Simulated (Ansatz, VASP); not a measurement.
## LiAuO4: VASP beside Ansatz

The input INCAR:

```
SYSTEM = LiAuO4
ALGO = Normal ; EDIFF = 1E-6
EDIFFG = -0.001 ; ENCUT = 600
GGA = PS ; IBRION = 2
ISIF = 3 ; ISMEAR = -1
LASPH = .True. ; LCHARG = .False.
LREAL = .False. ; LWAVE = .False.
NELM = 100 ; NSW = 80
PREC = Accurate ; SIGMA = 0.15
```

File KPOINTS:

```
k-points
0
Gamma
  10 10 8
  0 0 0
```

File POSCAR:

```
LiAuO4
1.0
    3.4310412232      0.0000000000      0.0000000000
    0.0000000000      3.4310412232      0.0000000000
    0.0000000000      0.0000000000      4.9534351262
Li Au O
1 1 4
Direct
    0.5000000000      0.5000000000      0.5000000000
    0.0000000000      0.0000000000      0.0000000000
    0.0000000000      0.5000000000      0.2415626888
    0.5000000000      0.0000000000      0.7584373112
    0.0000000000      0.5000000000      0.7584373112
    0.5000000000      0.0000000000      0.2415626888
```

Input for Ansatz:

```yaml
crystal:
  lattice:
    - [3.4310412232, 0.0, 0.0]
    - [0.0, 3.4310412232, 0.0]
    - [0.0, 0.0, 4.9534351262]
  atoms:
    - { symbol: Li, position: [0.5, 0.5, 0.5] }
    - { symbol: Au, position: [0.0, 0.0, 0.0] }
    - { symbol: O, position: [0.0, 0.5, 0.2415626888] }
    - { symbol: O, position: [0.5, 0.0, 0.7584373112] }
    - { symbol: O, position: [0.0, 0.5, 0.7584373112] }
    - { symbol: O, position: [0.5, 0.0, 0.2415626888] }
basis:
  ecutwfc: 420
kpoints:
  mp_grid: { grid: [10, 10, 8] }
hamiltonian:
  xc: pbesol
scf:
  occupations: { method: fermi_dirac, width: 0.15 }
output:
  forces: true
  stress: true
  eigenvalues: true
relax:
  adjacent_minimum: "off"
  f_tol: 0.001
  max_steps: 60
  cell: { stress_tol: 0.01 }
```

Alike in both runs: task relaxation of cell and atoms; functional PBEsol; k mesh 10 × 10 × 8; occupations fermi-dirac, width 0.15 eV; no spin polarisation.

|  | VASP | Ansatz |
| --- | --- | --- |
| version | VASP 6.6.1 | Ansatz 0.2.0 |
| potentials or method | VASP PAW PBE potentials, release 64 (Li_sv, Au, O), cutoff 600 eV | scalar-relativistic, plane waves, PAW |
| valence electrons in the cell | 38 | 46 |

```tsv
	VASP	Ansatz	Ansatz less VASP
gap on the k mesh at the Fermi level, each at its own relaxed structure (eV)	none	none	-
relaxed volume (Å³/atom)	9.73	9.75	+0.015
relaxed cell length with the largest relative difference (Å)	4.944	4.959	+0.0154
```

VASP's potentials were made for PBE, not for PBEsol. A gap of «none» marks a metal or a gap that the smearing closes. VASP's potentials hold 38 valence electrons a cell and Ansatz's 46, so a difference there can come from the potentials and not from the codes.

Neither program's run includes spin-orbit coupling. Noted on VASP's run: the cutoff is short for stress, so the pressure is rough.
